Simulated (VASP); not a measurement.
Input of a VASP 6.6.1 run:

File INCAR:

```
  ALGO = Normal
  EDIFF = 1E-7
  EDIFFG = -0.04
  ENCUT = 600
  GGA = PE
  IBRION = 2
  ISIF = 3
  ISMEAR = 0
  LASPH = True
  LCHARG = False
  LREAL = False
  LWAVE = False
  NELM = 100
  NSW = 90
  PREC = Accurate
  SIGMA = 0.1
```

KPOINTS

```
k-points
0
Gamma
  6 6 4
```

Contents of POSCAR:

```
Sn3Cl2
1.0
    4.5400932355      0.0000000000      0.0000000000
   -2.2700466178      3.9318360775      0.0000000000
    0.0000000000      0.0000000000      7.0636475974
Sn Cl
3 2
Direct
    0.0000000000      0.0000000000      0.0000000000
    0.3333333333      0.6666666667      0.6450000000
    0.6666666667      0.3333333333      0.3550000000
    0.3333333333      0.6666666667      0.2450000000
    0.6666666667      0.3333333333      0.7550000000
```

Potentials or basis: VASP PAW PBE potentials, release 64 (Sn_d, Cl).

Command:

```sh
$ cat potpaw_PBE.64/Sn_d/POTCAR potpaw_PBE.64/Cl/POTCAR > POTCAR
$ mpirun -np 1 vasp_std > vasp.out
```

Task: What does it give for the relaxed volume?

Result: 37.64 Å³/atom.

Task: Predict the space group after relaxing (to 0.1 Å).

Result: P-3m1 (No. 164).

Task: What does it give for the relaxed cell?

Result: a = 4.516 Å, b = 4.516 Å, c = 10.657 Å, α = 90.00°, β = 90.00°, γ = 120.00°.

Forces in eV/Å, atoms in the order of the input:
```
Sn   0.000  0.000  0.000
Sn   0.000  0.000 -0.011
Sn   0.000  0.000  0.011
Cl   0.000  0.000 -0.008
Cl   0.000  0.000  0.008
```

Caveat: the volume moved by over 15 % at a fixed basis, so the end points are rough.
